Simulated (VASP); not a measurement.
# Nb (I4/mmm) in VASP: notebook, part 2 of 2

VASP 6.6.1. Earlier steps stand in the parts before.

**4. Single point, PBEsol (strain +0.025 along x and y, -0.050 along z)**

INCAR reads:

```
SYSTEM = Nb
PREC = Accurate ; ENCUT = 500
EDIFF = 1E-6 ; ISMEAR = 0
SIGMA = 0.15 ; LREAL = .FALSE.
LASPH = .TRUE. ; NELM = 120
ALGO = Normal ; ISIF = 2
LWAVE = .FALSE. ; LCHARG = .FALSE.
GGA = PS ; NBANDS = 12
GGA_COMPAT = .FALSE.
```

KPOINTS reads:

```
regular mesh
0
G
  20 20 20
  0 0 0
```

POSCAR reads:

```
Nb
1.0
    0.0000000000      2.1678750000      2.0092500000
    2.1678750000      0.0000000000      2.0092500000
    2.1678750000      2.1678750000      0.0000000000
Nb
1
Direct
    0.0000000000      0.0000000000      0.0000000000
```

Potentials or basis: VASP PAW PBE potentials, release 64 (Nb_sv).

Run with:

```bash
$ cat potpaw_PBE.64/Nb_sv/POTCAR > POTCAR
$ mpirun -np 1 vasp_std > vasp.out
```

OUTCAR:

```text
SYSTEM = Nb
   PREC = Accurate
   ENCUT = 500
   EDIFF = 1E-6
   ISMEAR = 0
   LREAL = .FALSE.
   LASPH = .TRUE.
   NELM = 120
   ISIF = 2
   GGA = PS

 ion  position               nearest neighbor table
   1  0.000  0.000  0.000-

  LATTYP: Found a body centered tetragonal cell.
 ALAT       =     3.0658382265
 C/A-ratio  =     1.3107345212

  Lattice vectors:

 A1 = (   0.0000000000,  -2.1678750000,  -2.0092500000)
 A2 = (   0.0000000000,   2.1678750000,  -2.0092500000)
 A3 = (   2.1678750000,   0.0000000000,   2.0092500000)

Analysis of symmetry for initial positions (statically):
=====================================================================
 Subroutine PRICEL returns:
 Original cell was already a primitive cell.

 Routine SETGRP: Setting up the symmetry group for a
 body centered tetragonal supercell.

 Subroutine GETGRP returns: Found 16 space group operations
 (whereof 16 operations were pure point group operations)
 out of a pool of 16 trial point group operations.

The static configuration has the point symmetry D_4h.

Analysis of symmetry for dynamics (positions and initial velocities):
=====================================================================
 Subroutine PRICEL returns:
 Original cell was already a primitive cell.

 Routine SETGRP: Setting up the symmetry group for a
 body centered tetragonal supercell.

 Subroutine GETGRP returns: Found 16 space group operations
 (whereof 16 operations were pure point group operations)
 out of a pool of 16 trial point group operations.

The dynamic configuration has the point symmetry D_4h.

 Subroutine INISYM returns: Found 16 space group operations
 (whereof 16 operations are pure point group operations),
 and found     1 'primitive' translations

----------------------------------------------------------------------------------------

                                     Primitive cell

  volume of cell :      18.8857
[... 109 lines left out ...]
  Fermi-wavevector in a.u.,A,eV,Ry     =   1.445479  2.731559 28.428144  2.089410
  Thomas-Fermi vector in A             =   2.563656
   LORBIT       =      0    0 simple, 1 ext, 2 COOP (PROOUT), +10 PAW based schemes
   GGA     = PS    functional components
   LHFCALC =     F    Hartree Fock is set to
   AEXX    =    0.0000 exact exchange contribution
   IVDW    =     0    specifies the selected vdW correction
   LEPSILON=     F    determine dielectric tensor
   LRPA    =     F    only Hartree local field effects (RPA)
 non-spin polarized calculation
 Gauss-broadening in eV      SIGMA  =   0.15
  energy-cutoff  :      500.00
  volume of cell :       18.89
 maximum number of plane-waves:       500
 NGX is ok and might be reduce to    24
   NGX = 11   NGY = 11   NGZ = 11

 number of electron      13.0000000 magnetization

 Free energy of the ion-electron system (eV)
  ---------------------------------------------------
  ext. energy  EPLUGINS =         0.00000000
  ---------------------------------------------------
  free energy    TOTEN  =       -10.65118605 eV

  energy without entropy =      -10.63505749  energy(sigma->0) =      -10.64312177

 E-fermi :  10.6955     XC(G=0): -12.3864

 val. band max:       10.6892213157   @ k =   0.0500   0.0500   0.0000
 cond. band min:      10.6973371766   @ k =  -0.3500   0.2500   0.0500
 fundamental gap:      0.0081158609
 Fermi energy:        10.6954912708

 k-point     1 :       0.0000    0.0000    0.0000
  band No.  band energies     occupation
      1     -43.9453      2.00000
      2     -19.3645      2.00000
      3     -19.3612      2.00000
      4     -19.3612      2.00000
      5       4.5130      2.00000
      6      10.6196      1.52594
      7      10.6196      1.52594
      8      11.4533      0.00000
      9      12.8384      0.00000
     10      13.9090      0.00000
     11      22.6560      0.00000
     12      26.5538      0.00000
[... 331 lines left out ...]
 k-point    24 :      -0.3500    0.0500    0.0000
  band No.  band energies     occupation
      1     -43.7850      2.00000
      2     -20.3387      2.00000
      3     -19.5323      2.00000
      4     -19.4769      2.00000
      5       6.9922      2.00000
      6      10.4890      1.94841
      7      10.7283      0.75735
      8      11.3482      0.00000
      9      14.3793      0.00000
     10      14.8610      0.00000
     11      21.9808      0.00000
     12      24.1203      0.00000

 [... further k-points ...]
[... 5 lines left out ...]
  --------------------------------------------------------------------------------------
  -------------------------------------------------------------------------------------
  Total       -0.3118343     -0.3118343     -2.1762986      0.0000000      0.0000000      0.0000000
  in kB      -26.4546505    -26.4546505   -184.6275999      0.0000000      0.0000000      0.0000000
  external PRESSURE =     -79.1789669 kB  Pullay stress =       0.0000000 kB

 VOLUME and BASIS-vectors are now :
 -----------------------------------------------------------------------------
  energy-cutoff  :      500.00
  volume of cell :       18.89
      direct lattice vectors                 reciprocal lattice vectors
     0.000000000  2.167875000  2.009250000    -0.230640604  0.230640604  0.248849073
     2.167875000  0.000000000  2.009250000     0.230640604 -0.230640604  0.248849073
     2.167875000  2.167875000  0.000000000     0.230640604  0.230640604 -0.248849073

 POSITION                                       TOTAL-FORCE (eV/Angst)
 -----------------------------------------------------------------------------------
      0.00000      0.00000      0.00000         0.000000      0.000000     -0.000000
 -----------------------------------------------------------------------------------
    total drift:                               -0.000000      0.000000      0.000000

  FREE ENERGIE OF THE ION-ELECTRON SYSTEM (eV)
  ---------------------------------------------------
  free  energy   TOTEN  =       -10.6511860457 eV

  energy  without entropy=      -10.6350574904  energy(sigma->0) =      -10.64312177
```

Wall time 69 s (1 thread of AMD EPYC 9R45 (Zen 5), shared host); peak memory 0.22 GiB.

What came out:

| Item | Value |
| --- | --- |
| Free energy | -10.6512 eV |
| Pressure | -7.9 GPa |
| Band gap on the k mesh | zero (an odd number of electrons rules out a gap without spin polarisation) |

Levels at points of the mesh, in eV from the Fermi level:
```tsv
k point	band 4	band 5	band 6	band 7	band 8	band 9
(0.00, 0.00, 0.00)	-30.06	-6.18	-0.08	-0.08	0.76	2.14
(0.50, 0.00, 0.00)	-30.15	-3.78	-0.49	0.50	1.41	4.41
(0.50, 0.50, 0.00)	-30.57	-3.99	-3.35	4.52	4.66	5.27
(0.50, 0.00, 0.50)	-30.35	-3.97	-3.13	3.15	4.59	4.83
```

Caveat: the cell differs from its parent crystal (strain +0.025 along x and y, -0.050 along z); the stress differs along the axes, from -18 to -3 GPa; the PAW data sets were made with another functional, which shifts forces and pressure a little.

**5. The runs side by side**

| cell | gap on the mesh (eV) | pressure (GPa) |
| --- | --- | --- |
| a = 2.995, b = 2.995, c = 2.842 Å, angles 61.7, 61.7, 56.6°, 1 atom | none | 0.2 |
| a = 2.917, b = 2.917, c = 2.991 Å, angles 59.2, 59.2, 61.7°, 1 atom | none | 0.7 |
| a = 2.956, b = 2.956, c = 3.066 Å, angles 58.8, 58.8, 62.5°, 1 atom | none | -7.9 |

Alike in all rows: task single point; level PBEsol; potentials or basis VASP PAW PBE potentials, release 64 (Nb_sv); no spin polarisation; k mesh 20 × 20 × 20; cutoff (eV) 500; smearing gaussian 0.15 eV.

Caveats: the PAW data sets were made with another functional, which shifts forces and pressure a little; the stress differs along the axes, from -5 to 11 GPa (at least some runs); the stress differs along the axes, from -9 to 5 GPa (at least some runs); the stress differs along the axes, from -18 to -3 GPa (at least some runs).

Total energies depend on the potentials used, so only differences within one code and one set of settings carry meaning.
